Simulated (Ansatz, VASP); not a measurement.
## Two plane-wave programs on Ga3Sb

Contents of INCAR:

```
ALGO     = Fast           # electronic algorithm
EDIFF    = 1E-7           # SCF threshold, eV
ENCUT    = 520            # plane-wave cutoff, eV
ISIF     = 2              # what is computed and relaxed
ISMEAR   = 0              # smearing method
LASPH    = True           # aspherical terms in the spheres
LCHARG   = False          # write CHGCAR
LREAL    = False          # projectors in reciprocal space
LWAVE    = False          # write WAVECAR
NBANDS   = 30             # bands
NELM     = 100            # most SCF steps
PREC     = Accurate       # precision mode
SIGMA    = 0.1            # smearing width, eV
```

Contents of KPOINTS:

```
k-points
0
Gamma
  14 14 14
```

File POSCAR:

```
Ga3Sb
1.0
   -2.2464493642      2.2464493642      4.1351827941
    2.2464493642     -2.2464493642      4.1351827941
    2.2464493642      2.2464493642     -4.1351827941
Ga Sb
3 1
Direct
    0.7500000000      0.2500000000      0.5000000000
    0.2500000000      0.7500000000      0.5000000000
    0.5000000000      0.5000000000      0.0000000000
    0.0000000000      0.0000000000      0.0000000000
```

Input for Ansatz:

```yaml
crystal:
  lattice:
    - [-2.2464493642, 2.2464493642, 4.1351827941]
    - [2.2464493642, -2.2464493642, 4.1351827941]
    - [2.2464493642, 2.2464493642, -4.1351827941]
  atoms:
    - { symbol: Ga, position: [0.75, 0.25, 0.5] }
    - { symbol: Ga, position: [0.25, 0.75, 0.5] }
    - { symbol: Ga, position: [0.5, 0.5, 0.0] }
    - { symbol: Sb, position: [0.0, 0.0, 0.0] }
basis:
  ecutwfc: 420
kpoints:
  mp_grid: { grid: [14, 14, 14] }
  band_path:
    path:
      - [[0.0, 0.0, 0.0], [0.0, 0.0, 0.5], [0.25, 0.25, 0.25], [0.0, 0.5, 0.0], [0.0, 0.0, 0.0], [0.5, 0.5, -0.5], [0.32378088, 0.67621912, -0.32378088]]
      - [[-0.32378088, 0.32378088, 0.32378088], [0.0, 0.0, 0.0]]
      - [[0.0, 0.0, 0.5], [-0.14756177, 0.14756177, 0.5]]
      - [[0.5, 0.5, -0.14756177], [0.5, 0.5, -0.5]]
    npoints: 14
hamiltonian:
  xc: lda
scf:
  occupations: { method: gaussian, width: 0.1 }
  n_extra_bands: 10
output:
  forces: true
  stress: true
  eigenvalues: true
  populations: true
  dos: { projected: true, de: 0.02, nscf_kmesh: { grid: [21, 21, 21] } }
  bader: true
```

Alike in both runs: task single point; functional LDA; k mesh 14 × 14 × 14; occupations gaussian, width 0.1 eV; no spin polarisation.

```csv
,VASP,Ansatz
version,VASP 6.6.1,Ansatz 0.2.0
potentials or method,"VASP PAW LDA potentials, release 64 (Ga_d, Sb), cutoff 520 eV","scalar-relativistic, plane waves, PAW"
valence electrons in the cell,44,54
```

|  | VASP | Ansatz | Ansatz less VASP |
| --- | --- | --- | --- |
| gap on the k mesh at the Fermi level (eV) | none | none | - |
| pressure (GPa) | -1.9 | -2.0 | -0.10 |

LDA's correlation is that of Perdew and Zunger in VASP and of Perdew and Wang (1992) in Ansatz. A gap of «none» marks a metal or a gap that the smearing closes. VASP's potentials hold 44 valence electrons a cell and Ansatz's 54, so a difference there can come from the potentials and not from the codes.

Neither program's run includes spin-orbit coupling.
